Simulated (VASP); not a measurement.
# Cd (Im-3m) in VASP: single point with LDA

Aim: the single point of Cd with LDA.

Program: VASP 6.6.1. These are calculated values, not measurements. Logs are shortened: lines on timing, memory, paths and dates and some standing lists are left out, and cuts for length are marked.

## (1) The cell of the first run

It takes space group Im-3m (No. 229, cubic). The conventional cell has a = 3.429 Å, b = 3.429 Å, c = 3.429 Å, α = 90.00°, β = 90.00°, γ = 90.00°. Cd (site symmetry m-3m) has 14 Cd at 2.97 to 3.43 Å within 3.9 Å.

## (2) Single point, LDA

File INCAR:

```
SYSTEM = Cd
ALGO = Normal ; EDIFF = 1E-6
ENCUT = 520 ; GGA = CA
ISIF = 2 ; ISMEAR = -1
LASPH = .True. ; LCHARG = .False.
LREAL = .False. ; LWAVE = .False.
NBANDS = 12 ; NELM = 80
PREC = Accurate ; SIGMA = 0.13605693000000002
```

File KPOINTS:

```
k-points
0
Gamma
  13 13 13
  0 0 0
```

File POSCAR:

```
Cd
1.0
   -1.7145521246      1.7145521246      1.7145521246
    1.7145521246     -1.7145521246      1.7145521246
    1.7145521246      1.7145521246     -1.7145521246
Cd
1
Direct
    0.0000000000      0.0000000000      0.0000000000
```

Potentials or basis: VASP PAW LDA potentials, release 64 (Cd).

Launch:

```sh
cat potpaw_LDA.64/Cd/POTCAR > POTCAR
mpirun -np 1 vasp_std > vasp.out
```

OUTCAR:

```text
SYSTEM = Cd
   EDIFF = 1E-6
   ENCUT = 520
   GGA = CA
   ISIF = 2
   ISMEAR = -1
   LASPH = .True.
   LREAL = .False.
   NELM = 80
   PREC = Accurate

 ion  position               nearest neighbor table
   1  0.000  0.000  0.000-

  LATTYP: Found a body centered cubic cell.
 ALAT       =     3.4291042492

  Lattice vectors:

 A1 = (  -1.7145521246,   1.7145521246,   1.7145521246)
 A2 = (   1.7145521246,  -1.7145521246,   1.7145521246)
 A3 = (   1.7145521246,   1.7145521246,  -1.7145521246)

Analysis of symmetry for initial positions (statically):
=====================================================================
 Subroutine PRICEL returns:
 Original cell was already a primitive cell.

 Routine SETGRP: Setting up the symmetry group for a
 body centered cubic supercell.

 Subroutine GETGRP returns: Found 48 space group operations
 (whereof 48 operations were pure point group operations)
 out of a pool of 48 trial point group operations.

The static configuration has the point symmetry O_h .

Analysis of symmetry for dynamics (positions and initial velocities):
=====================================================================
 Subroutine PRICEL returns:
 Original cell was already a primitive cell.

 Routine SETGRP: Setting up the symmetry group for a
 body centered cubic supercell.

 Subroutine GETGRP returns: Found 48 space group operations
 (whereof 48 operations were pure point group operations)
 out of a pool of 48 trial point group operations.

The dynamic configuration has the point symmetry O_h .

 Subroutine INISYM returns: Found 48 space group operations
 (whereof 48 operations are pure point group operations),
 and found     1 'primitive' translations

----------------------------------------------------------------------------------------

                                     Primitive cell

  volume of cell :      20.1610

  direct lattice vectors                    reciprocal lattice vectors
    -1.714552125  1.714552125  1.714552125     0.000000000  0.291621347  0.291621347
     1.714552125 -1.714552125  1.714552125     0.291621347  0.000000000  0.291621347
     1.714552125  1.714552125 -1.714552125     0.291621347  0.291621347  0.000000000

  length of vectors
     2.969691392  2.969691392  2.969691392     0.412414864  0.412414864  0.412414864

  position of ions in fractional coordinates (direct lattice)
     0.000000000  0.000000000  0.000000000

  ion indices of the primitive-cell ions
   primitive index   ion index
                 1           1

----------------------------------------------------------------------------------------

 KPOINTS: k-points

Automatic generation of k-mesh.
 Grid dimensions read from file:
 generate k-points for:   13   13   13

 Generating k-lattice:

  Cartesian coordinates                     Fractional coordinates (reciprocal lattice)
     0.000000000  0.022432411  0.022432411     0.076923077  0.000000000  0.000000000
     0.022432411  0.000000000  0.022432411     0.000000000  0.076923077  0.000000000
     0.022432411  0.022432411  0.000000000     0.000000000  0.000000000  0.076923077

  Length of vectors
     0.031724220  0.031724220  0.031724220

  Shift w.r.t. Gamma in fractional coordinates (k-lattice)
     0.000000000  0.000000000  0.000000000

 Subroutine IBZKPT returns following result:
 ===========================================

 Found     84 irreducible k-points:

 Following reciprocal coordinates:
            Coordinates               Weight
  0.000000  0.000000  0.000000      1.000000
  0.076923  0.000000  0.000000     12.000000
  0.153846  0.000000  0.000000     12.000000
  0.230769  0.000000  0.000000     12.000000
  0.307692  0.000000  0.000000     12.000000
  0.384615  0.000000  0.000000     12.000000
[... 16 lines left out ...]
  0.153846  0.076923  0.076923     24.000000
  0.230769  0.076923  0.076923     24.000000
 [... further k-points ...]
   k-points           NKPTS =     84   k-points in BZ     NKDIM =     84   number of bands    NBANDS=     12
   number of dos      NEDOS =    301   number of ions     NIONS =      1
   total plane-waves  NPLWV =  13824
   dimension x,y,z NGX =    24 NGY =   24 NGZ =   24
   dimension x,y,z NGXF=    48 NGYF=   48 NGZF=   48
   ions per type =               1
   NGX,Y,Z   is equivalent  to a cutoff of  13.44, 13.44, 13.44 a.u.
   NGXF,Y,Z  is equivalent  to a cutoff of  26.87, 26.87, 26.87 a.u.
 SYSTEM =  Cd
   PREC   = accura    normal or accurate (medium, high low for compatibility)
   ISTART =      0    job   : 0-new  1-cont  2-samecut
   ICHARG =      2    charge: 1-file 2-atom 10-const
   ISPIN  =      1    spin polarized calculation?
   LNONCOLLINEAR =      F non collinear calculations
   LSORBIT =      F    spin-orbit coupling
   LASPH  =      T    aspherical Exc in radial PAW
   ENCUT  =  520.0 eV  38.22 Ry    6.18 a.u.   5.52  5.52  5.52*2*pi/ulx,y,z
   NELM   =     80;   NELMIN=  2; NELMDL= -5     # of ELM steps
   EDIFF  = 0.1E-05   stopping-criterion for ELM
   LREAL  =      F    real-space projection
   EDIFFG = 0.1E-04   stopping-criterion for IOM
   NSW    =      0    number of steps for IOM
   IBRION =     -1    ionic relax: 0-MD 1-quasi-New 2-CG
   NFREE  =      0    steps in history (QN), initial steepest desc. (CG)
   ISIF   =      2    stress and relaxation
   ISYM   =      2    0-nonsym 1-usesym 2-fastsym
   POTIM  = 0.5000    time-step for ionic-motion
   TEBEG  =    0.0;   TEEND  =   0.0 temperature during run
   PSTRESS=    0.0 pullay stress
   NELECT =      12.0000    total number of electrons
   NUPDOWN=      -1.0000    fix difference up-down
   EMIN   =  10.00;   EMAX   =-10.00  energy-range for DOS
   EFERMI =   0.00;   METHOD = LEGACY
   ISMEAR =    -1;   SIGMA  =   0.14  broadening in eV -4-tet -1-fermi 0-gaus
   EFERMI_NEDOS =   21; number of points for ismear=-14 and -15
   IALGO  =     38    algorithm
   IMIX   =      4    mixing-type and parameters
     AMIX     =   0.40;   BMIX     =  1.00
     AMIX_MAG =   1.60;   BMIX_MAG =  1.00
  volume/ion in A,a.u.               =      20.16       136.05
  Fermi-wavevector in a.u.,A,eV,Ry     =   1.377097  2.602336 25.802039  1.896396
  Thomas-Fermi vector in A             =   2.502282
   LORBIT       =      0    0 simple, 1 ext, 2 COOP (PROOUT), +10 PAW based schemes
   GGA     = CA    functional components
   LHFCALC =     F    Hartree Fock is set to
   AEXX    =    0.0000 exact exchange contribution
   IVDW    =     0    specifies the selected vdW correction
   LEPSILON=     F    determine dielectric tensor
   LRPA    =     F    only Hartree local field effects (RPA)
 non-spin polarized calculation
  energy-cutoff  :      520.00
  volume of cell :       20.16
 maximum number of plane-waves:       559
 NGX is ok and might be reduce to    24
   NGX = 11   NGY = 11   NGZ = 11

 number of electron      12.0000006 magnetization

 Free energy of the ion-electron system (eV)
  ---------------------------------------------------
  ext. energy  EPLUGINS =         0.00000000
  ---------------------------------------------------
  free energy    TOTEN  =        -1.44832623 eV

  energy without entropy =       -1.42607721  energy(sigma->0) =       -1.43720172

 E-fermi :   3.3603     XC(G=0): -11.7534

 val. band max:        3.2417906288   @ k =  -0.4615   0.4615   0.0769
 cond. band min:       3.3697217765   @ k =   0.3846   0.0769   0.0769
 fundamental gap:      0.1279311477
 Fermi energy:         3.3602713362

 k-point     1 :       0.0000    0.0000    0.0000
  band No.  band energies     occupation
      1      -6.2293      2.00000
      2      -6.2057      2.00000
      3      -6.2057      2.00000
      4      -6.2057      2.00000
      5      -5.4268      2.00000
      6      -5.4268      2.00000
      7      19.2347      0.00000
      8      19.2347      0.00000
      9      19.2347      0.00000
     10      20.6935      0.00000
     11      20.6935      0.00000
     12      20.6935      0.00000

 k-point     2 :       0.0769    0.0000    0.0000
  band No.  band energies     occupation
      1      -6.2293      2.00000
      2      -6.2195      2.00000
      3      -6.1389      2.00000
      4      -6.0376      2.00000
      5      -5.4498      2.00000
      6      -5.4257      2.00000
      7      17.7531      0.00000
      8      18.8052      0.00000
      9      19.0728      0.00000
     10      19.6553      0.00000
     11      19.7919      0.00000
     12      20.1965      0.00000

 k-point     3 :       0.1538    0.0000    0.0000
  band No.  band energies     occupation
      1      -6.2942      2.00000
      2      -6.2680      2.00000
      3      -5.9495      2.00000
      4      -5.5688      2.00000
      5      -5.4219      2.00000
      6      -5.3975      2.00000
      7      14.6377      0.00000
      8      17.3956      0.00000
      9      17.8981      0.00000
     10      18.7188      0.00000
     11      19.2426      0.00000
     12      20.6114      0.00000
[... 286 lines left out ...]
 k-point    23 :       0.1538    0.0769    0.0769
  band No.  band energies     occupation
      1      -6.3790      2.00000
      2      -6.3349      2.00000
      3      -5.8105      2.00000
      4      -5.5008      2.00000
      5      -5.4368      2.00000
      6      -4.0212      2.00000
      7      11.6380      0.00000
      8      13.4810      0.00000
      9      13.7116      0.00000
     10      20.4716      0.00000
     11      21.8849      0.00000
     12      22.5040      0.00000

 k-point    24 :       0.2308    0.0769    0.0769
  band No.  band energies     occupation
      1      -6.4687      2.00000
      2      -6.4455      2.00000
      3      -5.5689      2.00000
      4      -5.4827      2.00000
      5      -5.4129      2.00000
      6      -2.7130      2.00000
      7       8.6083      0.00000
      8      12.3565      0.00000
      9      12.7805      0.00000
     10      20.3199      0.00000
     11      21.5321      0.00000
     12      23.6490      0.00000

 [... further k-points ...]
[... 5 lines left out ...]
  --------------------------------------------------------------------------------------
  -------------------------------------------------------------------------------------
  Total        0.1379634      0.1379634      0.1379634     -0.0000000      0.0000000     -0.0000000
  in kB       10.9638323     10.9638323     10.9638323     -0.0000000      0.0000000     -0.0000000
  external PRESSURE =      10.9638323 kB  Pullay stress =       0.0000000 kB

 VOLUME and BASIS-vectors are now :
 -----------------------------------------------------------------------------
  energy-cutoff  :      520.00
  volume of cell :       20.16
      direct lattice vectors                 reciprocal lattice vectors
    -1.714552125  1.714552125  1.714552125     0.000000000  0.291621347  0.291621347
     1.714552125 -1.714552125  1.714552125     0.291621347  0.000000000  0.291621347
     1.714552125  1.714552125 -1.714552125     0.291621347  0.291621347  0.000000000

 POSITION                                       TOTAL-FORCE (eV/Angst)
 -----------------------------------------------------------------------------------
      0.00000      0.00000      0.00000         0.000000      0.000000      0.000000
 -----------------------------------------------------------------------------------
    total drift:                               -0.000000      0.000000     -0.000000

  FREE ENERGIE OF THE ION-ELECTRON SYSTEM (eV)
  ---------------------------------------------------
  free  energy   TOTEN  =        -1.4483262305 eV

  energy  without entropy=       -1.4260772114  energy(sigma->0) =       -1.43720172
```

It took 5.7 s on 1 thread of Intel Xeon 6975P-C (Granite Rapids), shared host; peak memory 0.13 GiB.

What came out:

- Free energy: -1.4483 eV
- Pressure: 1.1 GPa
- Band gap on the k mesh: zero (band 6 reaches 5.95 eV, above the bottom of band 7 at 2.55 eV)

Levels at points of the mesh, in eV from the Fermi level:
| k point | band 4 | band 5 | band 6 | band 7 | band 8 | band 9 |
| --- | --- | --- | --- | --- | --- | --- |
| (0.00, 0.00, 0.00) | -9.57 | -8.79 | -8.79 | 15.87 | 15.87 | 15.87 |
